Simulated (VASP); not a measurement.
Input of a VASP 6.6.1 run:

File INCAR:

```
SYSTEM = CuO
  PREC = Accurate
  ENCUT = 520
  EDIFF = 1E-7
  ISMEAR = 0
  SIGMA = 0.05
  LREAL = .FALSE.
  LASPH = .TRUE.
  NELM = 150
  ALGO = Normal
  ISIF = 2
  LWAVE = .FALSE.
  LCHARG = .FALSE.
  ISPIN = 2
  MAGMOM = 1 1 1 1 0 0 0 0
  LORBIT = 11
  LMAXMIX = 4
  LDAU = .TRUE.
  LDAUTYPE = 2
  LDAUL = 2 -1
  LDAUU = 5 0
  LDAUJ = 0 0
  LDAUPRINT = 1
  GGA = PE
  NBANDS = 48
```

The input KPOINTS:

```
Automatic mesh
0
G
  7 7 4
  0 0 0
```

POSCAR

```
CuO
1.0
    1.4840998500     -1.7133998200      5.0594394800
    1.4840998500      1.7133998200      5.0594394800
   -1.7210998200      0.0000000000     10.1188789600
Cu O
4 4
Direct
    0.0032000000      0.4968000000      0.7500000000
    0.4968000000      0.0032000000      0.0000000000
    0.0032000000      0.4968000000      0.2500000000
    0.4968000000      0.0032000000      0.5000000000
    0.5714000000      0.4056000000      0.6383500000
    0.4056000000      0.5714000000      0.8883500000
    0.5714000000      0.4056000000      0.1383500000
    0.4056000000      0.5714000000      0.3883500000
```

Potentials or basis: VASP PAW PBE potentials, release 64 (Cu, O).

Run with:

```console
$ cat potpaw_PBE.64/Cu/POTCAR potpaw_PBE.64/O/POTCAR > POTCAR
$ mpirun -np 1 vasp_std > vasp.out
```

(1) What does it give for the pressure?

(2) Predict the net moment.

(3) Predict the band gap on the k mesh.

(4) Estimate the largest force.

Answers

(1) 4.1 GPa.

(2) 4.00 μB per cell.

(3) 0.40 eV.

(4) 0.798 eV/Å.

Caveat: the cell stands under pressure; an odd mesh through Γ misses points on the zone boundary, where band edges can lie.
